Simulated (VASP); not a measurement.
# CsNiN (P-6m2) in VASP: further runs

CsNiN is run at these levels: PBE; tasks: single point.

All numbers are computed with VASP 6.6.1; they aren't measurements. Logs are shortened: lines on timing, memory, paths and dates and some standing lists are left out, and cuts for length are marked.

## 1. The cell of the first run

The structure is hexagonal, space group P-6m2 (No. 187). Conventional cell: a = 5.120 Å, b = 5.120 Å, c = 3.406 Å, α = 90.00°, β = 90.00°, γ = 120.00°. Within 3.9 Å of Cs (site symmetry -6m2) lie 3 N at 2.96 Å and 2 Cs at 3.41 Å and 6 Ni at 3.41 Å. Ni (site symmetry -6m2) has 2 N at 1.70 Å within 2.3 Å. N (site symmetry -6m2) has 2 Ni at 1.70 Å within 2.3 Å.

## 2. Single point, PBE, collinear spin, ferromagnetic start

Contents of INCAR:

```
PREC = Accurate ; ENCUT = 520
EDIFF = 1E-7 ; ISMEAR = -1
SIGMA = 0.05 ; LREAL = False
LASPH = True ; NELM = 150
ALGO = Normal ; ISIF = 2
LWAVE = False ; LCHARG = False
ISPIN = 2 ; MAGMOM = 0 1 0
LORBIT = 11 ; LMAXMIX = 4
GGA = PE ; NBANDS = 23
```

Contents of KPOINTS:

```
Automatic mesh
0
Gamma
  6 6 8
```

Contents of POSCAR:

```
CsNiN
1.0
    5.1203715909      0.0000000000      0.0000000000
   -2.5601857955      4.4343718745      0.0000000000
    0.0000000000      0.0000000000      3.4064732688
Cs Ni N
1 1 1
Direct
    0.6666666667      0.3333333333      0.5000000000
    0.3333333333      0.6666666667      0.0000000000
    0.3333333333      0.6666666667      0.5000000000
```

Potentials or basis: VASP PAW PBE potentials, release 64 (Cs_sv, Ni, N).

On the command line:

```
cat potpaw_PBE.64/Cs_sv/POTCAR potpaw_PBE.64/Ni/POTCAR potpaw_PBE.64/N/POTCAR > POTCAR
mpirun -np 1 vasp_std > vasp.out
```

OUTCAR:

```text
PREC = Accurate
   ENCUT = 520
   EDIFF = 1E-7
   ISMEAR = -1
   LREAL = False
   LASPH = True
   NELM = 150
   ISIF = 2
   ISPIN = 2
   LORBIT = 11
   GGA = PE

 ion  position               nearest neighbor table
   1  0.667  0.333  0.500-
   2  0.333  0.667  0.000-   3 1.70   3 1.70
   3  0.333  0.667  0.500-   2 1.70   2 1.70

  LATTYP: Found a hexagonal cell.
 ALAT       =     5.1203715909
 C/A-ratio  =     0.6652785268

  Lattice vectors:

 A1 = (   5.1203715909,   0.0000000000,   0.0000000000)
 A2 = (  -2.5601857955,   4.4343718745,   0.0000000000)
 A3 = (   0.0000000000,   0.0000000000,   3.4064732688)

Analysis of symmetry for initial positions (statically):
=====================================================================
 Subroutine PRICEL returns:
 Original cell was already a primitive cell.

 Routine SETGRP: Setting up the symmetry group for a
 hexagonal supercell.

 Subroutine GETGRP returns: Found 12 space group operations
 (whereof 12 operations were pure point group operations)
 out of a pool of 24 trial point group operations.

The static configuration has the point symmetry D_3h.

Analysis of symmetry for dynamics (positions and initial velocities):
=====================================================================
 Subroutine PRICEL returns:
 Original cell was already a primitive cell.

 Routine SETGRP: Setting up the symmetry group for a
 hexagonal supercell.

 Subroutine GETGRP returns: Found 12 space group operations
 (whereof 12 operations were pure point group operations)
 out of a pool of 24 trial point group operations.

The dynamic configuration has the point symmetry D_3h.

Analysis of structural, dynamic, and magnetic symmetry:
=====================================================================
 Subroutine PRICEL returns:
 Original cell was already a primitive cell.

 Routine SETGRP: Setting up the symmetry group for a
 hexagonal supercell.

 Subroutine GETGRP returns: Found 12 space group operations
 (whereof 12 operations were pure point group operations)
 out of a pool of 24 trial point group operations.

The overall configuration has the point symmetry D_3h.

 Subroutine INISYM returns: Found 12 space group operations
 (whereof 12 operations are pure point group operations),
 and found     1 'primitive' translations

----------------------------------------------------------------------------------------

[... 111 lines left out ...]
   IALGO  =     38    algorithm
   IMIX   =      4    mixing-type and parameters
     AMIX     =   0.40;   BMIX     =  1.00
     AMIX_MAG =   1.60;   BMIX_MAG =  1.00
  volume/ion in A,a.u.               =      25.78       173.99
  Fermi-wavevector in a.u.,A,eV,Ry     =   1.108321  2.094424 16.713075  1.228376
  Thomas-Fermi vector in A             =   2.244847
   LORBIT       =     11    0 simple, 1 ext, 2 COOP (PROOUT), +10 PAW based schemes
   GGA     = PE    functional components
   LHFCALC =     F    Hartree Fock is set to
   AEXX    =    0.0000 exact exchange contribution
   IVDW    =     0    specifies the selected vdW correction
   LEPSILON=     F    determine dielectric tensor
   LRPA    =     F    only Hartree local field effects (RPA)
 spin polarized calculation
  energy-cutoff  :      520.00
  volume of cell :       77.35
 maximum number of plane-waves:      2109
 NGX is ok and might be reduce to    40
   NGX = 19   NGY = 19   NGZ = 13

 number of electron      24.0000008 magnetization       0.0005106

 Free energy of the ion-electron system (eV)
  ---------------------------------------------------
  ext. energy  EPLUGINS =         0.00000000
  ---------------------------------------------------
  free energy    TOTEN  =       -14.06600771 eV

  energy without entropy =      -14.04559003  energy(sigma->0) =      -14.05579887

 E-fermi :   2.1226     XC(G=0):  -8.4035

 val. band max:        2.1030352931   @ k =   0.1667  -0.0000   0.2500
 cond. band min:       2.1902390667   @ k =   0.1667   0.1667   0.2500
 fundamental gap:      0.0872037736
 Fermi energy:         2.1225932194

 spin component 1

 k-point     1 :       0.0000    0.0000    0.0000
  band No.  band energies     occupation
      1     -19.6417      1.00000
      2     -12.1988      1.00000
      3      -6.5036      1.00000
      4      -6.5036      1.00000
      5      -5.0129      1.00000
      6      -0.2064      1.00000
[... 613 lines left out ...]
     22      13.0791      0.00000
     23      13.9904      0.00000

 [... further k-points ...]

 spin component 2

 k-point     1 :       0.0000    0.0000    0.0000
  band No.  band energies     occupation
      1     -19.6417      1.00000
      2     -12.1986      1.00000
      3      -6.5036      1.00000
      4      -6.5036      1.00000
      5      -5.0129      1.00000
      6      -0.2061      1.00000
[... 613 lines left out ...]
     22      13.0791      0.00000
     23      13.9904      0.00000

 [... further k-points ...]
[... 5 lines left out ...]
  --------------------------------------------------------------------------------------
  -------------------------------------------------------------------------------------
  Total        2.4323398      2.4323398      2.4778712     -0.0000000      0.0000000      0.0000000
  in kB       50.3844177     50.3844177     51.3275726     -0.0000000      0.0000000      0.0000000
  external PRESSURE =      50.6988027 kB  Pullay stress =       0.0000000 kB

 VOLUME and BASIS-vectors are now :
 -----------------------------------------------------------------------------
  energy-cutoff  :      520.00
  volume of cell :       77.35
      direct lattice vectors                 reciprocal lattice vectors
     5.120371591  0.000000000  0.000000000     0.195298326  0.112755541  0.000000000
    -2.560185795  4.434371875  0.000000000     0.000000000  0.225511082  0.000000000
     0.000000000  0.000000000  3.406473269     0.000000000  0.000000000  0.293558740

 POSITION                                       TOTAL-FORCE (eV/Angst)
 -----------------------------------------------------------------------------------
      2.56019      1.47812      1.70324         0.000000     -0.000000      0.000000
     -0.00000      2.95625      0.00000        -0.000000      0.000000      0.000000
     -0.00000      2.95625      1.70324        -0.000000     -0.000000      0.000000
 -----------------------------------------------------------------------------------
    total drift:                                0.000001     -0.000001     -0.000000

  FREE ENERGIE OF THE ION-ELECTRON SYSTEM (eV)
  ---------------------------------------------------
  free  energy   TOTEN  =       -14.0660077073 eV

  energy  without entropy=      -14.0455900323  energy(sigma->0) =      -14.05579887

 total charge

# of ion       s       p       d       tot
------------------------------------------
    1        1.842   4.690   0.084   6.616
    2        0.649   0.654   8.357   9.660
    3        1.285   2.374   0.000   3.660
--------------------------------------------------
tot          3.776   7.718   8.441  19.935

 magnetization (x)

# of ion       s       p       d       tot
------------------------------------------
    1        0.000   0.000   0.000   0.000
    2       -0.000   0.000   0.000   0.000
    3        0.000   0.000   0.000   0.000
--------------------------------------------------
tot          0.000   0.000   0.000   0.000
```

Run time: 2 min. Hardware: 1 thread of AMD EPYC 9R45 (Zen 5), shared host; peak memory 0.27 GiB.

Results:

```
Free energy                                           : -14.0660 eV
Pressure                                              : 5.1 GPa
Band gap on the k mesh                                : zero (filled and empty bands overlap)
Net moment                                            : 0.00 μB per cell
Valence electrons inside the program's atomic spheres : Cs 6.62; Ni 9.66; N 3.66
```

Caveat: the cell stands under pressure; spin-orbit coupling is left out, which moves the levels of the heavy elements.

## 3. Single point, PBE, collinear spin, ferromagnetic start

This run uses another cell than the first one, of 28.16 Å³/atom.

Contents of INCAR:

```
SYSTEM = CsNiN
PREC = Accurate
ENCUT = 520
EDIFF = 1E-6
ISMEAR = -1
SIGMA = 0.05
LREAL = .False.
LASPH = .True.
NELM = 150
ALGO = Normal
ISIF = 2
LWAVE = .False.
LCHARG = .False.
ISPIN = 2
MAGMOM = 0 1 0
LORBIT = 11
LMAXMIX = 4
GGA = PE
NBANDS = 23
```

Contents of KPOINTS:

```
Automatic mesh
0
Gamma
  6 6 8
  0 0 0
```

Contents of POSCAR:

```
CsNiN
1.0
    5.3346682998      0.0000000000      0.0000000000
   -2.6673341499      4.6199582684      0.0000000000
    0.0000000000      0.0000000000      3.4280917767
Cs Ni N
1 1 1
Direct
    0.6666666667      0.3333333333      0.5000000000
    0.3333333333      0.6666666667      0.0000000000
    0.3333333333      0.6666666667      0.5000000000
```

Potentials or basis: VASP PAW PBE potentials, release 64 (Cs_sv, Ni, N).

On the command line:

```
cat potpaw_PBE.64/Cs_sv/POTCAR potpaw_PBE.64/Ni/POTCAR potpaw_PBE.64/N/POTCAR > POTCAR
mpirun -np 1 vasp_std > vasp.out
```

Wall time 95 s (1 thread of AMD EPYC 9R45 (Zen 5), shared host); peak memory 0.27 GiB.

Results (log left out):

- Free energy: -14.2193 eV
- Pressure: 2.1 GPa
- Net moment: 0.32 μB per cell
- Site moments: Cs +0.01; Ni +0.18; N +0.07 μB
- Valence electrons inside the program's atomic spheres: Cs 6.60; Ni 9.60; N 3.64

Stress tensor (GPa, compression positive):
```
2.01 0.00 0.00
0.00 2.01 0.00
0.00 0.00 2.16
```

Levels at points of the mesh, in eV from the Fermi level:
Spin up:
```tsv
k point	band 10	band 11	band 12	band 13	band 14	band 15	band 16	band 17
(0.00, 0.00, 0.00)	-2.03	-2.03	-1.14	-1.14	2.16	3.62	5.39	5.39
(0.50, 0.00, 0.00)	-1.91	-1.66	-1.26	-1.19	2.69	3.50	4.86	5.95
(0.00, 0.00, 0.50)	-1.24	-0.86	1.24	1.24	3.22	3.22	4.83	6.31
(0.50, 0.00, 0.50)	-1.17	-1.14	1.25	1.40	2.41	2.90	5.49	6.29
```
Spin down:
```
           k point  band 9  band 10  band 11  band 12  band 13  band 14
(0.00, 0.00, 0.00)   -2.07    -1.74    -1.74    -1.02    -1.02     2.21
(0.50, 0.00, 0.00)   -1.74    -1.72    -1.56    -1.15    -1.07     2.72
(0.00, 0.00, 0.50)   -1.13    -1.13    -0.79     1.51     1.51     3.23
(0.50, 0.00, 0.50)   -1.25    -1.05    -1.02     1.52     1.67     2.43
```

Caveat: spin-orbit coupling is left out, which moves the levels of the heavy elements. With open d or f shells a metallic result of PBE can be an artefact of self-interaction; +U or a hybrid may open a gap.

## 4. Single point, PBE, collinear spin, ferromagnetic start

This run uses another cell than the first one, of 30.59 Å³/atom.

Contents of INCAR:

```
SYSTEM = CsNiN
ALGO     = Normal         ! electronic algorithm
EDIFF    = 1E-6           ! SCF threshold, eV
ENCUT    = 520            ! plane-wave cutoff, eV
GGA      = PE             ! functional
ISIF     = 2              ! what is computed and relaxed
ISMEAR   = -1             ! smearing method
ISPIN    = 2              ! spin polarisation
LASPH    = .TRUE.         ! aspherical terms in the spheres
LCHARG   = .TRUE.         ! write CHGCAR
LELF     = .TRUE.         ! ELF
LMAXMIX  = 4              ! l up to which the mixer works
LORBIT   = 11             ! projections on sites
LREAL    = .FALSE.        ! projectors in reciprocal space
LVHAR    = .TRUE.       
LWAVE    = .FALSE.        ! write WAVECAR
MAGMOM   = 0 1 0          ! initial moments
NBANDS   = 23             ! bands
NELM     = 150            ! most SCF steps
PREC     = Accurate       ! precision mode
SIGMA    = 0.05           ! smearing width, eV
```

Contents of KPOINTS:

```
k-points
0
G
  6 6 8
  0 0 0
```

Contents of POSCAR:

```
CsNiN
1.0
    5.5448196814      0.0000000000      0.0000000000
   -2.7724098407      4.8019547035      0.0000000000
    0.0000000000      0.0000000000      3.4464222025
Cs Ni N
1 1 1
Direct
    0.6666666667      0.3333333333      0.5000000000
    0.3333333333      0.6666666667      0.0000000000
    0.3333333333      0.6666666667      0.5000000000
```

Potentials or basis: VASP PAW PBE potentials, release 64 (Cs_sv, Ni, N).

On the command line:

```
cat potpaw_PBE.64/Cs_sv/POTCAR potpaw_PBE.64/Ni/POTCAR potpaw_PBE.64/N/POTCAR > POTCAR
mpirun -np 1 vasp_std > vasp.out
```

OUTCAR:

```text
SYSTEM = CsNiN
   EDIFF = 1E-6
   ENCUT = 520
   GGA = PE
   ISIF = 2
   ISMEAR = -1
   ISPIN = 2
   LASPH = .TRUE.
   LORBIT = 11
   LREAL = .FALSE.
   NELM = 150
   PREC = Accurate

 ion  position               nearest neighbor table
   1  0.667  0.333  0.500-
   2  0.333  0.667  0.000-   3 1.72   3 1.72
   3  0.333  0.667  0.500-   2 1.72   2 1.72

  LATTYP: Found a hexagonal cell.
 ALAT       =     5.5448196814
 C/A-ratio  =     0.6215571291

  Lattice vectors:

 A1 = (   5.5448196814,   0.0000000000,   0.0000000000)
 A2 = (  -2.7724098407,   4.8019547035,   0.0000000000)
 A3 = (   0.0000000000,   0.0000000000,   3.4464222025)

Analysis of symmetry for initial positions (statically):
=====================================================================
 Subroutine PRICEL returns:
 Original cell was already a primitive cell.

 Routine SETGRP: Setting up the symmetry group for a
 hexagonal supercell.

 Subroutine GETGRP returns: Found 12 space group operations
 (whereof 12 operations were pure point group operations)
 out of a pool of 24 trial point group operations.

The static configuration has the point symmetry D_3h.

Analysis of symmetry for dynamics (positions and initial velocities):
=====================================================================
 Subroutine PRICEL returns:
 Original cell was already a primitive cell.

 Routine SETGRP: Setting up the symmetry group for a
 hexagonal supercell.

 Subroutine GETGRP returns: Found 12 space group operations
 (whereof 12 operations were pure point group operations)
 out of a pool of 24 trial point group operations.

The dynamic configuration has the point symmetry D_3h.

Analysis of structural, dynamic, and magnetic symmetry:
[... 155 lines left out ...]
  ext. energy  EPLUGINS =         0.00000000
  ---------------------------------------------------
  free energy    TOTEN  =       -14.26398722 eV

  energy without entropy =      -14.25056777  energy(sigma->0) =      -14.25727750

 E-fermi :   1.3930     XC(G=0):  -7.6296

 val. band max:        1.3523395430   @ k =   0.5000  -0.0000   0.2500
 cond. band min:       1.4502940821   @ k =   0.5000  -0.0000   0.2500
 fundamental gap:      0.0979545391
 Fermi energy:         1.3929674020

 spin component 1

 k-point     1 :       0.0000    0.0000    0.0000
  band No.  band energies     occupation
      1     -20.8524      1.00000
      2     -12.7878      1.00000
      3      -7.6273      1.00000
      4      -7.6273      1.00000
      5      -6.3388      1.00000
      6      -0.8800      1.00000
[... 613 lines left out ...]
     22      10.7964      0.00000
     23      12.0505      0.00000

 [... further k-points ...]

 spin component 2

 k-point     1 :       0.0000    0.0000    0.0000
  band No.  band energies     occupation
      1     -20.8481      1.00000
      2     -12.6079      1.00000
      3      -7.6191      1.00000
      4      -7.6191      1.00000
      5      -6.3357      1.00000
      6      -0.6968      1.00000
[... 613 lines left out ...]
     22      10.8357      0.00000
     23      12.0736      0.00000

 [... further k-points ...]

------------------------ aborting loop because EDIFF is reached ----------------------------------------

  FORCE on cell =-STRESS in cart. coord.  units (eV):
  Direction    XX          YY          ZZ          XY          YZ          ZX
  --------------------------------------------------------------------------------------
  -------------------------------------------------------------------------------------
  Total        0.0268698      0.0268698      0.0992468      0.0000000      0.0000000      0.0000000
  in kB        0.4691393      0.4691393      1.7328179      0.0000000      0.0000000      0.0000000
  external PRESSURE =       0.8903655 kB  Pullay stress =       0.0000000 kB

 VOLUME and BASIS-vectors are now :
 -----------------------------------------------------------------------------
  energy-cutoff  :      520.00
  volume of cell :       91.76
      direct lattice vectors                 reciprocal lattice vectors
     5.544819681  0.000000000  0.000000000     0.180348516  0.104124264  0.000000000
    -2.772409841  4.801954703  0.000000000     0.000000000  0.208248528  0.000000000
     0.000000000  0.000000000  3.446422202     0.000000000  0.000000000  0.290155977

 POSITION                                       TOTAL-FORCE (eV/Angst)
 -----------------------------------------------------------------------------------
      2.77241      1.60065      1.72321        -0.000000      0.000000      0.000000
     -0.00000      3.20130      0.00000        -0.000000      0.000000      0.000000
     -0.00000      3.20130      1.72321         0.000000     -0.000000      0.000000
 -----------------------------------------------------------------------------------
    total drift:                               -0.000000      0.000000     -0.000000

  FREE ENERGIE OF THE ION-ELECTRON SYSTEM (eV)
  ---------------------------------------------------
  free  energy   TOTEN  =       -14.2639872213 eV

  energy  without entropy=      -14.2505677707  energy(sigma->0) =      -14.25727750

 total charge

# of ion       s       p       d       tot
------------------------------------------
    1        1.837   4.697   0.054   6.588
    2        0.624   0.619   8.317   9.560
    3        1.280   2.342   0.000   3.623
--------------------------------------------------
tot          3.742   7.658   8.371  19.771

 magnetization (x)

# of ion       s       p       d       tot
------------------------------------------
    1        0.000   0.003   0.002   0.005
    2       -0.001   0.013   0.213   0.225
    3        0.002   0.091   0.000   0.093
--------------------------------------------------
tot          0.002   0.107   0.214   0.323
```

Run time: 1.9 min. Hardware: 1 thread of AMD EPYC 9R45 (Zen 5), shared host; peak memory 0.29 GiB.

What came out:

```yaml
Free_energy: -14.2640 eV
Pressure: 0.1 GPa
Net_moment: 0.40 μB per cell
Site_moments: Cs +0.01; Ni +0.23; N +0.09 μB
Valence_electrons_inside_the_program's_atomic_spheres: Cs 6.59; Ni 9.56; N 3.62
```

Stress tensor (GPa, compression positive):
```
0.05 0.00 0.00
0.00 0.05 0.00
0.00 0.00 0.17
```

Levels at points of the mesh, in eV from the Fermi level:
Spin up:
| k point | band 11 | band 12 | band 13 | band 14 | band 15 | band 16 |
| --- | --- | --- | --- | --- | --- | --- |
| (0.00, 0.00, 0.00) | -2.01 | -1.12 | -1.12 | 1.99 | 3.40 | 4.99 |
| (0.50, 0.00, 0.00) | -1.71 | -1.22 | -1.16 | 2.55 | 3.28 | 4.50 |
| (0.00, 0.00, 0.50) | -0.89 | 1.21 | 1.21 | 3.02 | 3.02 | 4.61 |
| (0.50, 0.00, 0.50) | -1.11 | 1.21 | 1.33 | 2.34 | 2.80 | 5.33 |
Spin down:
```tsv
k point	band 7	band 8	band 9	band 10	band 11	band 12	band 13	band 14	band 15	band 16
(0.00, 0.00, 0.00)	-2.07	-2.07	-2.01	-1.65	-1.65	-0.97	-0.97	2.05	3.41	5.07
(0.50, 0.00, 0.00)	-2.12	-1.76	-1.65	-1.64	-1.59	-1.07	-1.01	2.58	3.31	4.58
(0.00, 0.00, 0.50)	-3.76	-3.76	-1.04	-1.04	-0.80	1.55	1.55	3.03	3.03	4.64
(0.50, 0.00, 0.50)	-3.79	-3.64	-1.16	-0.98	-0.96	1.55	1.67	2.35	2.83	5.36
```

Caveat: spin-orbit coupling is left out, which moves the levels of the heavy elements; a cell with one magnetic atom can't hold antiferromagnetic order, which such compounds often take. With open d or f shells a metallic result of PBE can be an artefact of self-interaction; +U or a hybrid may open a gap.

(Continued in part 2 of 2.)
